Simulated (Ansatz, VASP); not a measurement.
**Two plane-wave programs on SiGe**

```xyz
4
Lattice="3.9045 0.0000 0.0000 -1.9522 3.3814 0.0000 0.0000 0.0000 6.4508" Properties=species:S:1:pos:R:3 pbc="T T T"
Si    1.9522    1.1271    5.2669
Si    0.0000    2.2542    2.0415
Ge    1.9522    1.1271    3.2279
Ge    0.0000    2.2542    0.0025
```

Change from the starting cell: all Si atoms moved -0.375 Å, as atom 1 along Cartesian [0 0 1].

Alike in both runs: task single point; functional PBEsol; k mesh 12 × 12 × 6; occupations gaussian, width 0.03 eV; no spin polarisation.

|  | VASP | Ansatz |
| --- | --- | --- |
| version | VASP 6.6.1 | Ansatz 0.2.0 |
| potentials or method | VASP PAW PBE potentials, release 64 (Si, Ge_d), cutoff 520 eV | scalar-relativistic, plane waves, PAW |
| valence electrons in the cell | 36 | 36 |

Ansatz gave:

```
gap on the k mesh at the Fermi level (eV)                     : none
pressure (GPa)                                                : 6.0
traceless stress, the component that is largest in VASP (GPa) : 24.61
rms of the force components (eV/Å)                            : 4.116
```

Estimate VASP's values.

gap on the k mesh at the Fermi level (eV): none; pressure (GPa): 5.9; traceless stress, the component that is largest in VASP (GPa): 24.51; rms of the force components (eV/Å): 4.105.

VASP's potentials were made for PBE, not for PBEsol. Atom by atom the forces differ by 0.012 eV/Å (rms over components). A gap of «none» marks a metal or a gap that the smearing closes.
